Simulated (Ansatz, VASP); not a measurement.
## ZrS: VASP beside Ansatz

```
CELL_PARAMETERS angstrom
0.00000 2.62500 2.62500
2.62500 0.00000 2.62500
2.62500 2.62500 0.00000
ATOMIC_POSITIONS crystal
Zr 0.00000 0.00000 0.00000
S 0.50000 0.50000 0.50000
```

Alike in both runs: task single point; functional PBEsol; k mesh 7 × 7 × 7; occupations gaussian, width 0.1 eV; no spin polarisation.

|  | VASP | Ansatz |
| --- | --- | --- |
| version | VASP 6.6.1 | Ansatz 0.2.0 |
| potentials or method | VASP PAW PBE potentials, release 64 (Zr_sv, S), cutoff 520 eV | scalar-relativistic, plane waves, PAW |
| valence electrons in the cell | 18 | 18 |

|  | VASP | Ansatz | Ansatz less VASP |
| --- | --- | --- | --- |
| gap on the k mesh at the Fermi level (eV) | none | none | - |
| pressure (GPa) | -6.2 | -6.4 | -0.19 |

VASP's potentials were made for PBE, not for PBEsol. A gap of «none» marks a metal or a gap that the smearing closes.
